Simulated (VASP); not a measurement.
# CdS (Hawleyite) (F-43m) in VASP: further runs

The runs below take CdS (Hawleyite) through elastic constants, vibrations by perturbation theory, dielectric tensor, with LDA, PBE, PBEsol.

Program: VASP 6.6.1. These are calculated values, not measurements. Logs are shortened: lines on timing, memory, paths and dates and some standing lists are left out, and cuts for length are marked.

### 1 The cell of the first run

The structure is cubic, space group F-43m (No. 216). The conventional cell has a = 5.833 Å, b = 5.833 Å, c = 5.833 Å, α = 90.00°, β = 90.00°, γ = 90.00°. Within 3.3 Å of Cd (site symmetry -43m) lie 4 S at 2.53 Å. Within 3.3 Å of S (site symmetry -43m) lie 4 Cd at 2.53 Å.

### 2 Elastic constants, LDA

The input, INCAR:

```
PREC     = Accurate       # precision mode
ENCUT    = 600            # plane-wave cutoff, eV
EDIFF    = 1E-8           # SCF threshold, eV
ISMEAR   = -1             # smearing method
SIGMA    = 0.05           # smearing width, eV
LREAL    = F              # projectors in reciprocal space
LASPH    = T              # aspherical terms in the spheres
NELM     = 80             # most SCF steps
ALGO     = Normal         # electronic algorithm
ISIF     = 3              # what is computed and relaxed
LWAVE    = F              # write WAVECAR
LCHARG   = T              # write CHGCAR
IBRION   = 6              # ionic algorithm
NFREE    = 2            
POTIM    = 0.015          # step
NSW      = 1              # ionic steps
```

The input, KPOINTS:

```
regular mesh
0
Gamma
  6 6 6
```

The input, POSCAR:

```
CdS
1.0
    0.0000000000      2.9165000000      2.9165000000
    2.9165000000      0.0000000000      2.9165000000
    2.9165000000      2.9165000000      0.0000000000
Cd S
1 1
Direct
    0.0000000000      0.0000000000      0.0000000000
    0.7500000000      0.7500000000      0.7500000000
```

Potentials or basis: VASP PAW LDA potentials, release 64 (Cd, S).

Started as:

```
cat potpaw_LDA.64/Cd/POTCAR potpaw_LDA.64/S/POTCAR > POTCAR
mpirun -np 1 vasp_std > vasp.out
```

OUTCAR:

```text
PREC = Accurate
   ENCUT = 600
   EDIFF = 1E-8
   ISMEAR = -1
   LREAL = F
   LASPH = T
   NELM = 80
   ISIF = 3
   IBRION = 6
   NFREE = 2
   POTIM = 0.015
   NSW = 1

 ion  position               nearest neighbor table
   1  0.000  0.000  0.000-   2 2.53   2 2.53   2 2.53   2 2.53
   2  0.750  0.750  0.750-   1 2.53   1 2.53   1 2.53   1 2.53

  LATTYP: Found a face centered cubic cell.
 ALAT       =     5.8330000000

  Lattice vectors:

 A1 = (   0.0000000000,   2.9165000000,   2.9165000000)
 A2 = (   2.9165000000,   0.0000000000,   2.9165000000)
 A3 = (   2.9165000000,   2.9165000000,   0.0000000000)

Analysis of symmetry for initial positions (statically):
=====================================================================
 Subroutine PRICEL returns:
 Original cell was already a primitive cell.

 Routine SETGRP: Setting up the symmetry group for a
 face centered cubic supercell.

 Subroutine GETGRP returns: Found 24 space group operations
 (whereof 24 operations were pure point group operations)
 out of a pool of 48 trial point group operations.

The static configuration has the point symmetry T_d .

Analysis of symmetry for dynamics (positions and initial velocities):
=====================================================================
 Subroutine PRICEL returns:
 Original cell was already a primitive cell.

 Routine SETGRP: Setting up the symmetry group for a
 face centered cubic supercell.

 Subroutine GETGRP returns: Found 24 space group operations
 (whereof 24 operations were pure point group operations)
 out of a pool of 48 trial point group operations.

The dynamic configuration has the point symmetry T_d .

 Subroutine INISYM returns: Found 24 space group operations
 (whereof 24 operations are pure point group operations),
 and found     1 'primitive' translations

----------------------------------------------------------------------------------------

                                     Primitive cell

  volume of cell :      49.6153

  direct lattice vectors                    reciprocal lattice vectors
     0.000000000  2.916500000  2.916500000    -0.171438368  0.171438368  0.171438368
     2.916500000  0.000000000  2.916500000     0.171438368 -0.171438368  0.171438368
     2.916500000  2.916500000  0.000000000     0.171438368  0.171438368 -0.171438368

  length of vectors
     4.124553855  4.124553855  4.124553855     0.296939964  0.296939964  0.296939964

  position of ions in fractional coordinates (direct lattice)
     0.000000000  0.000000000  0.000000000
     0.750000000  0.750000000  0.750000000

  ion indices of the primitive-cell ions
   primitive index   ion index
                 1           1
                 2           2

----------------------------------------------------------------------------------------

 KPOINTS: regular mesh

Automatic generation of k-mesh.
 Grid dimensions read from file:
 generate k-points for:    6    6    6

 Generating k-lattice:

  Cartesian coordinates                     Fractional coordinates (reciprocal lattice)
    -0.028573061  0.028573061  0.028573061     0.166666667  0.000000000  0.000000000
     0.028573061 -0.028573061  0.028573061     0.000000000  0.166666667  0.000000000
     0.028573061  0.028573061 -0.028573061     0.000000000  0.000000000  0.166666667

  Length of vectors
     0.049489994  0.049489994  0.049489994

  Shift w.r.t. Gamma in fractional coordinates (k-lattice)
     0.000000000  0.000000000  0.000000000

 Subroutine IBZKPT returns following result:
 ===========================================

 Found     16 irreducible k-points:

 Following reciprocal coordinates:
            Coordinates               Weight
  0.000000  0.000000  0.000000      1.000000
  0.166667  0.000000  0.000000      8.000000
  0.333333  0.000000  0.000000      8.000000
  0.500000  0.000000  0.000000      4.000000
[... 51 lines left out ...]
  volume/ion in A,a.u.               =      24.81       167.41
  Fermi-wavevector in a.u.,A,eV,Ry     =   1.167599  2.206442 18.548649  1.363287
  Thomas-Fermi vector in A             =   2.304097
   LORBIT       =      0    0 simple, 1 ext, 2 COOP (PROOUT), +10 PAW based schemes
   GGA     = CA    functional components
   LHFCALC =     F    Hartree Fock is set to
   AEXX    =    0.0000 exact exchange contribution
   IVDW    =     0    specifies the selected vdW correction
   LEPSILON=     F    determine dielectric tensor
   LRPA    =     F    only Hartree local field effects (RPA)
 finite differences with symmetry
 non-spin polarized calculation
  energy-cutoff  :      600.00
  volume of cell :       49.62
 maximum number of plane-waves:      1676
 NGX is ok and might be reduce to    36
   NGX = 17   NGY = 17   NGZ = 17

--------------------------------------- Ionic step        1  -------------------------------------------

 number of electron      17.9999999 magnetization

 Free energy of the ion-electron system (eV)
  ---------------------------------------------------
  ext. energy  EPLUGINS =         0.00000000
  ---------------------------------------------------
  free energy    TOTEN  =        -7.39485792 eV

  energy without entropy =       -7.39485563  energy(sigma->0) =       -7.39485677

------------------------ aborting loop because EDIFF is reached ----------------------------------------

  FORCE on cell =-STRESS in cart. coord.  units (eV):
  Direction    XX          YY          ZZ          XY          YZ          ZX
  --------------------------------------------------------------------------------------
  -------------------------------------------------------------------------------------
  Total       -0.6243053     -0.6243053     -0.6243053     -0.0000000      0.0000000     -0.0000000
  in kB      -20.1600519    -20.1600519    -20.1600519     -0.0000000      0.0000000     -0.0000000
  external PRESSURE =     -20.1600519 kB  Pullay stress =       0.0000000 kB
[... 89 lines left out ...]
  FREE ENERGIE OF THE ION-ELECTRON SYSTEM (eV)
  ---------------------------------------------------
  free  energy   TOTEN  =        -7.4016334120 eV

  energy  without entropy=       -7.4016316545  energy(sigma->0) =       -7.40163253

[... ionic steps 4 to 14 ...]

--------------------------------------- Ionic step       15  -------------------------------------------

 number of electron      18.0000001 magnetization

------------------------ aborting loop because EDIFF is reached ----------------------------------------
[... 67 lines left out ...]
--------------------------------------- Ionic step       17  -------------------------------------------

 number of electron      17.9999999 magnetization

 Free energy of the ion-electron system (eV)
  ---------------------------------------------------
  ext. energy  EPLUGINS =         0.00000000
  ---------------------------------------------------
  free energy    TOTEN  =        -7.39430556 eV

  energy without entropy =       -7.39430329  energy(sigma->0) =       -7.39430443

 E-fermi :   1.6043     XC(G=0):  -9.5854

 val. band max:        1.1344515212   @ k =   0.0000   0.0000   0.0000
 cond. band min:       2.0202196479   @ k =   0.0000   0.0000   0.0000
 fundamental gap:      0.8857681267
 Fermi energy:         1.6043294031

 k-point     1 :       0.0000    0.0000    0.0000
  band No.  band energies     occupation
      1     -11.2265      2.00000
      2      -6.6622      2.00000
      3      -6.6512      2.00000
      4      -6.6403      2.00000
      5      -6.1669      2.00000
      6      -6.1668      2.00000
      7       1.1238      1.99987
      8       1.1296      1.99985
      9       1.1345      1.99983
     10       2.0202      0.00049
     11       7.4838      0.00000
     12       7.4886      0.00000
     13       7.4944      0.00000
[... 354 lines left out ...]
  band No.  band energies     occupation
      1     -10.7489      2.00000
      2      -6.5072      2.00000
      3      -6.4618      2.00000
      4      -6.2046      2.00000
      5      -6.1219      2.00000
      6      -5.7660      2.00000
      7      -3.0999      2.00000
      8      -0.4458      2.00000
      9       0.0510      2.00000
     10       4.8361      0.00000
     11       6.9535      0.00000
     12       8.4696      0.00000
     13       8.6239      0.00000

 [... further k-points ...]
[... 5 lines left out ...]
  --------------------------------------------------------------------------------------
  -------------------------------------------------------------------------------------
  Total       -0.6240778     -0.6220131     -0.6220131      0.0000000     -0.0901834      0.0000000
  in kB      -20.1527068    -20.0860327    -20.0860327      0.0000000     -2.9122009      0.0000000
  external PRESSURE =     -20.1082574 kB  Pullay stress =       0.0000000 kB
[... 17 lines left out ...]
  FREE ENERGIE OF THE ION-ELECTRON SYSTEM (eV)
  ---------------------------------------------------
  free  energy   TOTEN  =        -7.3943055647 eV

  energy  without entropy=       -7.3943032881  energy(sigma->0) =       -7.39430443

 INTERNAL STRAIN TENSORS FROM STRAINED CELLS
 ============================================

 INTERNAL STRAIN TENSOR FOR ION    1 for displacements in x,y,z  (eV/Angst):
          X           Y           Z          XY          YZ          ZX
  --------------------------------------------------------------------------------
  x     0.00000    -0.00000     0.00000     0.00000    -6.00078     0.00000
  y    -0.00000     0.00000     0.00000    -0.00000     0.00000    -6.00093
  z    -0.00000    -0.00000    -0.00000    -6.00301     0.00000    -0.00000

 INTERNAL STRAIN TENSORS FROM DISPLACED ATOMS
 ============================================

 INTERNAL STRAIN TENSOR FOR ION    1 for displacements in x,y,z  (eV/Angst):
          X           Y           Z          XY          YZ          ZX
  --------------------------------------------------------------------------------
  x     0.00000    -0.00000    -0.00000     0.00000    -6.00959     0.00000
  y    -0.00000     0.00000    -0.00000     0.00000     0.00000    -6.00959
  z    -0.00000    -0.00000     0.00000    -6.00959     0.00000     0.00000

 INTERNAL STRAIN TENSOR FOR ION    2 for displacements in x,y,z  (eV/Angst):
          X           Y           Z          XY          YZ          ZX
  --------------------------------------------------------------------------------
  x     0.00000     0.00000     0.00000     0.00000     6.00728     0.00000
  y     0.00000     0.00000     0.00000     0.00000     0.00000     6.00728
  z     0.00000     0.00000     0.00000     6.00728     0.00000     0.00000

 Eigenvectors and eigenvalues of the dynamical matrix
 ----------------------------------------------------

   1 f  =    6.929595 THz    43.539928 2PiTHz  231.146402 cm-1    28.658488 meV
             X         Y         Z           dx          dy          dz
      0.000000  0.000000  0.000000     0.000000    0.470774    0.000000
      4.374750  4.374750  4.374750     0.000000   -0.882254    0.000000
[... 21 lines left out ...]
   6 f/i=    0.002647 THz     0.016632 2PiTHz    0.088296 cm-1     0.010947 meV
             X         Y         Z           dx          dy          dz
      0.000000  0.000000  0.000000     0.000000    0.000000    0.882254
      4.374750  4.374750  4.374750     0.000000    0.000000    0.470774

--------------------------------------------------------------------------------------------------------

 ELASTIC MODULI CONTR FROM IONIC RELAXATION (kBar)
 Direction    XX          YY          ZZ          XY          YZ          ZX
 --------------------------------------------------------------------------------
 XX          -0.0000      0.0000      0.0000     -0.0000      0.0000     -0.0000
 YY           0.0000     -0.0000     -0.0000     -0.0000     -0.0000      0.0000
 ZZ           0.0000     -0.0000     -0.0000      0.0000     -0.0000     -0.0000
 XY          -0.0000     -0.0000      0.0000   -237.9415     -0.0000      0.0000
 YZ           0.0000     -0.0000     -0.0000     -0.0000   -237.9415     -0.0000
 ZX          -0.0000      0.0000     -0.0000      0.0000     -0.0000   -237.9415
 --------------------------------------------------------------------------------

 TOTAL ELASTIC MODULI (kBar)
 Direction    XX          YY          ZZ          XY          YZ          ZX
 --------------------------------------------------------------------------------
 XX         756.2583    529.5137    529.5137      0.0000      0.0000     -0.0000
 YY         529.5137    756.2583    529.5137     -0.0000      0.0000     -0.0000
 ZZ         529.5137    529.5137    756.2583      0.0000     -0.0000     -0.0000
 XY           0.0000     -0.0000      0.0000    288.1713     -0.0000      0.0000
 YZ           0.0000      0.0000     -0.0000     -0.0000    288.1713     -0.0000
 ZX          -0.0000     -0.0000     -0.0000      0.0000     -0.0000    288.1713
 --------------------------------------------------------------------------------
```

It took 6.3 min on 1 thread of Intel Xeon Platinum 8259CL at 2.50GHz (Skylake/Cascade Lake), shared host; peak memory 0.25 GiB.

What came out:

```yaml
Elastic_constants_C11_C12_C44: 76, 53, 29 GPa
Voigt_bulk_modulus: 61 GPa
Highest_phonon_frequency_at_Γ_LO-TO_splitting_left_out: 231 cm⁻¹
```

Phonon frequencies in cm⁻¹ (negative: imaginary):
```csv
q point,frequencies
"(0.000, 0.000, 0.000)",0 0 0 231 231 231
```

Elastic tensor in Voigt notation (GPa, in the Cartesian axes of the cell as first typed):
```
76 53 53  0  0  0
53 76 53  0  0  0
53 53 76  0  0  0
 0  0  0 29  0  0
 0  0  0  0 29  0
 0  0  0  0  0 29
```

Clamped-ion elastic tensor (GPa):
```
76 53 53  0  0  0
53 76 53  0  0  0
53 53 76  0  0  0
 0  0  0 53  0  0
 0  0  0  0 53  0
 0  0  0  0  0 53
```

Caveat: the cell is under stress, which shifts elastic constants.

(Part 1 of 3 ends here.)
